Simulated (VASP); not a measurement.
A run of VASP 6.6.1 is set up as follows.

File POSCAR:

```
Fe
1.0
    2.5350385439      0.0000000000      0.0000000000
   -1.2675192720      2.1954077786      0.0000000000
    0.0000000000      0.0000000000      8.6496762016
Fe
4
Direct
    0.0000000000      0.0000000000      0.0000000000
    0.0000000000      0.0000000000      0.5000000000
    0.3333333333      0.6666666667      0.2500000000
    0.6666666667      0.3333333333      0.7500000000
```

Contents of INCAR.step1:

```
SYSTEM = Fe
  ALGO = Normal
  EDIFF = 1E-7
  ENCUT = 520
  GGA = PE
  ISIF = 2
  ISMEAR = -1
  ISPIN = 2
  LASPH = .True.
  LCHARG = .True.
  LMAXMIX = 4
  LREAL = .False.
  LWAVE = .False.
  MAGMOM = 2.5 2.5 2.5 2.5
  NBANDS = 28
  NELM = 150
  PREC = Accurate
  SIGMA = 0.08
```

KPOINTS.step1

```
k-points
0
Gamma
  15 15 4
  0 0 0
```

INCAR.step2

```
SYSTEM = Fe
  ALGO = Normal
  EDIFF = 1E-7
  ENCUT = 520
  GGA = PE
  ICHARG = 11
  ISIF = 2
  ISMEAR = -5
  ISPIN = 2
  LASPH = .True.
  LCHARG = .False.
  LMAXMIX = 4
  LORBIT = 11
  LREAL = .False.
  LWAVE = .False.
  MAGMOM = 2.5 2.5 2.5 2.5
  NEDOS = 1001
  NELM = 150
  PREC = Accurate
  SIGMA = 0.08
```

File KPOINTS.step2:

```
k-points
0
Gamma
  23 23 6
  0 0 0
```

Potentials or basis: VASP PAW PBE potentials, release 64 (Fe).

The run is started by

```sh
$ cat potpaw_PBE.64/Fe/POTCAR > POTCAR
$ cp INCAR.step1 INCAR
$ cp KPOINTS.step1 KPOINTS
$ mpirun -np 1 vasp_std > vasp.out
$ cp INCAR.step2 INCAR
$ cp KPOINTS.step2 KPOINTS
$ mpirun -np 1 vasp_std > vasp.out
```

(1) Estimate the net moment.

(2) What does it give for the site moments?

## Answers

(1) 10.30 μB per cell.

(2) Fe +2.55, +2.56 (each value once) μB.
